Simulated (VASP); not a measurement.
Write the native input for VASP 6.6.1 that does the following.

```
Task                   : single point
Functional             : PBE
Potentials or basis    : VASP PAW PBE potentials, release 64 (Al, Ni)
Cutoff                 : 520 eV
k mesh                 : 13 × 13 × 5
Occupations            : gaussian, width 0.15 eV
Spin                   : collinear spin, ferromagnetic start
Starting moments       : [0.0, 0.0, 0.0, 0.3, 0.3, 0.3, 0.3, 0.3, 0.3, 0.3, 0.3, 0.3] μB
Dipole correction      : no
Further INCAR settings : ALGO = Normal; EDIFF = 1e-07; NBANDS = 66
```

The structure of AlNi3 lies in POSCAR:

```
AlNi3
1.0
    0.0000000000     -3.5666788189      0.0000000000
    0.0000000000      0.0000000000     -3.5666788189
   10.7000364566      0.0000000000      0.0000000000
Al Ni
3 9
Direct
    0.0000000000      0.0000000000      0.0000000000
    0.0000000000      0.0000000000      0.3333333333
    0.0000000000      0.0000000000      0.6666666667
    0.5000000000      0.5000000000      0.3333333333
    0.5000000000      0.5000000000      0.6666666667
    0.5000000000      0.5000000000      0.0000000000
    0.0000000000      0.5000000000      0.1666666667
    0.0000000000      0.5000000000      0.5000000000
    0.0000000000      0.5000000000      0.8333333333
    0.5000000000      0.0000000000      0.1666666667
    0.5000000000      0.0000000000      0.5000000000
    0.5000000000      0.0000000000      0.8333333333
```

One way to write it, as run:

INCAR

```
PREC = Accurate
ENCUT = 520
EDIFF = 1E-7
ISMEAR = 0
SIGMA = 0.15
LREAL = False
LASPH = True
NELM = 150
ALGO = Normal
ISIF = 2
LWAVE = False
LCHARG = True
ISPIN = 2
MAGMOM = 0 0 0 0.3 0.3 0.3 0.3 0.3 0.3 0.3 0.3 0.3
LORBIT = 11
LMAXMIX = 4
GGA = PE
LVHAR = True
NBANDS = 66
KPAR = 4
```

KPOINTS

```
Automatic mesh
0
Gamma
  13 13 5
```

Potentials or basis: VASP PAW PBE potentials, release 64 (Al, Ni).

Run with:

```bash
$ cat potpaw_PBE.64/Al/POTCAR potpaw_PBE.64/Ni/POTCAR > POTCAR
$ mpirun -np 4 vasp_std > vasp.out
```

It gave:

* Pressure: 0.1 GPa
* Net moment: 1.99 μB per cell
* Site moments: Al -0.01; Ni +0.24 μB
* Valence electrons inside the program's atomic spheres: Al 0.80; Ni 9.38

Run time: 5.7 min on 4 MPI ranks on Intel(R) Xeon(R) 6975P-C (Granite Rapids), with other jobs on the host, peak memory 0.98 GiB a rank.
